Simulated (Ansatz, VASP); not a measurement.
# One calculation of KI, two programs

Contents of INCAR:

```
SYSTEM = KI
PREC     = Accurate       ! precision mode
ENCUT    = 520            ! plane-wave cutoff, eV
EDIFF    = 1E-6           ! SCF threshold, eV
ISMEAR   = 0              ! smearing method
SIGMA    = 0.01           ! smearing width, eV
LREAL    = .False.        ! projectors in reciprocal space
LASPH    = .True.         ! aspherical terms in the spheres
NELM     = 80             ! most SCF steps
ALGO     = Normal         ! electronic algorithm
ISIF     = 2              ! what is computed and relaxed
LWAVE    = .False.        ! write WAVECAR
LCHARG   = .True.         ! write CHGCAR
GGA      = CA             ! functional
LELF     = .True.         ! ELF
LVHAR    = .True.       
NBANDS   = 24             ! bands
```

KPOINTS

```
Automatic mesh
0
Gamma
  6 6 4
  0 0 0
```

POSCAR

```
KI
1.0
    2.4498408863     -4.2428074294      0.0000000000
    2.4498408863      4.2428074294      0.0000000000
    0.0000000000      0.0000000000      8.5908184291
K I
2 2
Direct
    0.5000000000      0.5000000000      0.5000000000
    0.5000000000      0.5000000000      0.0000000000
    0.8333975635      0.1666024365      0.2500000000
    0.1666024365      0.8333975635      0.7500000000
```

Input for Ansatz:

```yaml
crystal:
  lattice:
    - [2.4498408863, -4.2428074294, 0.0]
    - [2.4498408863, 4.2428074294, 0.0]
    - [0.0, 0.0, 8.5908184291]
  atoms:
    - { symbol: K, position: [0.5, 0.5, 0.5] }
    - { symbol: K, position: [0.5, 0.5, 0.0] }
    - { symbol: I, position: [0.8333975635, 0.1666024365, 0.25] }
    - { symbol: I, position: [0.1666024365, 0.8333975635, 0.75] }
kpoints:
  mp_grid: { grid: [6, 6, 4] }
  band_path:
    path:
      - [0.0, 0.0, 0.0]
      - [2.60103e-05, 0.4999934972, 0.0]
      - [-0.3332943177, 0.666640656, 0.0]
      - [0.0, 0.0, 0.5]
      - [2.60103e-05, 0.4999934972, 0.5]
      - [-0.3332943177, 0.666640656, 0.5]
    npoints: 1
hamiltonian:
  xc: lda
scf:
  occupations: { method: fixed }
  n_extra_bands: 5
output:
  forces: true
  stress: true
  eigenvalues: true
```

Alike in both runs: task single point; functional LDA; k mesh 6 × 6 × 4; no spin polarisation.

```csv
,VASP,Ansatz
version,VASP 6.6.1,Ansatz 0.2.0
potentials or method,"VASP PAW LDA potentials, release 64 (K_sv, I)","plane waves, PAW"
plane-wave cutoff (eV),520,420
occupations,"gaussian, width 0.01 eV",fixed
valence electrons in the cell,32,52
```

Ansatz gave:

- gap on the k mesh at the Fermi level (eV): 3.50
- pressure (GPa): -1.4
- traceless stress, the component that is largest in VASP (GPa): -0.07

Question: What did VASP give for the same quantities?

Answer: gap on the k mesh at the Fermi level (eV): 3.51; pressure (GPa): -1.4; traceless stress, the component that is largest in VASP (GPa): -0.06.

LDA's correlation is that of Perdew and Zunger in VASP and of Perdew and Wang (1992) in Ansatz. VASP's potentials hold 32 valence electrons a cell and Ansatz's 52, so a difference there can come from the potentials and not from the codes.

Neither program's run includes spin-orbit coupling.
